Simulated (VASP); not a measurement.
Input of a VASP 6.6.1 run:

File INCAR:

```
SYSTEM = CuO
PREC = Accurate
ENCUT = 520
EDIFF = 1E-7
ISMEAR = 0
SIGMA = 0.05
LREAL = .False.
LASPH = .True.
NELM = 150
ALGO = Normal
ISIF = 2
LWAVE = .False.
LCHARG = .False.
ISPIN = 2
MAGMOM = 0 0 0 0
LORBIT = 11
LMAXMIX = 4
GGA = PS
NBANDS = 29
```

The input KPOINTS:

```
regular mesh
0
Gamma
  7 7 4
  0 0 0
```

File POSCAR:

```
CuO
1.0
    2.3446497600     -1.7133998200      0.0000000000
    2.3446497600      1.7133998200      0.0000000000
   -0.8605499100      0.0000000000      5.0594394800
Cu O
2 2
Direct
    0.0032000000      0.4968000000      0.0000000000
    0.4968000000      0.0032000000      0.5000000000
    0.5714000000      0.4056000000      0.2537000000
    0.4056000000      0.5714000000      0.7537000000
```

Potentials or basis: VASP PAW PBE potentials, release 64 (Cu, O).

Run with:

```bash
$ cat potpaw_PBE.64/Cu/POTCAR potpaw_PBE.64/O/POTCAR > POTCAR
$ mpirun -np 1 vasp_std > vasp.out
```

Predict the net moment.

0.00 μB per cell.

Estimate the largest force.

0.760 eV/Å.

What does it give for the pressure?

-2.0 GPa.

Stress tensor (GPa, compression positive):
```
-2.39  0.00 -1.12
 0.00 -0.11  0.00
-1.12  0.00 -3.55
```

Caveat: the PAW data sets were made with another functional, which shifts forces and pressure a little.
